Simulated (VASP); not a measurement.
A run of VASP 6.6.1 is set up as follows.

File INCAR:

```
PREC     = Accurate       # precision mode
ENCUT    = 520            # plane-wave cutoff, eV
EDIFF    = 1E-7           # SCF threshold, eV
ISMEAR   = 0              # smearing method
SIGMA    = 0.15           # smearing width, eV
LREAL    = F              # projectors in reciprocal space
LASPH    = T              # aspherical terms in the spheres
NELM     = 60             # most SCF steps
ALGO     = Fast           # electronic algorithm
ISIF     = 2              # what is computed and relaxed
LWAVE    = F              # write WAVECAR
LCHARG   = T              # write CHGCAR
GGA      = PS             # functional
LELF     = T              # ELF
LVHAR    = T            
NBANDS   = 11             # bands
```

The input KPOINTS:

```
Automatic mesh
0
Gamma
  20 20 20
```

Contents of POSCAR:

```
Pd
1.0
    0.0850893750      1.9449000000      1.9449000000
    1.9449000000      0.0850893750      1.9449000000
    2.0299893750      2.0299893750      0.0000000000
Pd
1
Direct
    0.0000000000      0.0000000000      0.0000000000
```

Potentials or basis: VASP PAW PBE potentials, release 64 (Pd).

Command:

```console
$ cat potpaw_PBE.64/Pd/POTCAR > POTCAR
$ mpirun -np 1 vasp_std > vasp.out
```

(1) Estimate the pressure.

(2) Estimate the band gap on the k mesh.

Results:

(1) -0.9 GPa.

(2) zero (band 5 reaches 10.10 eV, above the bottom of band 6 at 8.34 eV).

Caveat: the cell differs from its parent crystal (strain +0.0875 x Voigt [0, 0, 0, 0, 0, 1]); the PAW data sets were made with another functional, which shifts forces and pressure a little.
